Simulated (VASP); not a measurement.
Wanted: the native input for a VASP 6.6.1 run.

```yaml
Task: relaxation of cell and atoms
Functional: PBEsol
Potentials_or_basis: VASP PAW PBE potentials, release 64 (Lu)
Cutoff: 600 eV
k_mesh: 7 × 7 × 7
Occupations: methfessel-paxton, width 0.1 eV
Spin: no spin polarisation
Dipole_correction: no
Further_INCAR_settings: ALGO = Normal; EDIFF = 1e-06; IBRION = 2; EDIFFG = -0.02; NSW = 80; ISIF = 3
```

The structure of Lu lies in POSCAR:

```
Lu
1.0
    3.1900000000      0.0000000000      0.0000000000
    0.0000000000      3.1900000000      0.0000000000
    0.0000000000      0.0000000000      3.1900000000
Lu
1
Direct
    0.0000000000      0.0000000000      0.0000000000
```

This isn't the form of Lu at room conditions, which is hcp.

The input as run:

INCAR

```
PREC     = Accurate       # precision mode
ENCUT    = 600            # plane-wave cutoff, eV
EDIFF    = 1E-6           # SCF threshold, eV
ISMEAR   = 1              # smearing method
SIGMA    = 0.1            # smearing width, eV
LREAL    = F              # projectors in reciprocal space
LASPH    = T              # aspherical terms in the spheres
NELM     = 80             # most SCF steps
ALGO     = Normal         # electronic algorithm
ISIF     = 3              # what is computed and relaxed
LWAVE    = F              # write WAVECAR
LCHARG   = F              # write CHGCAR
GGA      = PS             # functional
IBRION   = 2              # ionic algorithm
NSW      = 80             # ionic steps
EDIFFG   = -0.02          # ionic threshold
```

KPOINTS

```
regular mesh
0
Gamma
  7 7 7
```

Potentials or basis: VASP PAW PBE potentials, release 64 (Lu).

Launch:

```console
$ cat potpaw_PBE.64/Lu/POTCAR > POTCAR
$ mpirun -np 1 vasp_std > vasp.out
```

It gave:

| Quantity | Value |
| --- | --- |
| Relaxed volume | 31.24 Å³/atom |
| Relaxed cell | a = 3.149 Å, b = 3.149 Å, c = 3.149 Å, α = 90.00°, β = 90.00°, γ = 90.00° |
| Space group after relaxing (to 0.1 Å) | Pm-3m (No. 221) |
| Energy gained by relaxing | 5.2 meV/atom |
| Ionic steps | 2 |
| Pressure after relaxing | -0.1 GPa |
| Band gap on the k mesh | zero (an odd number of electrons rules out a gap without spin polarisation) |

Caveat: the PAW data sets were made with another functional, which shifts forces and pressure a little; spin-orbit coupling is left out, which moves the levels of the heavy elements.

It took 69 s on 1 thread of Intel Xeon 8259CL, on a shared host, peak memory 0.17 GiB.
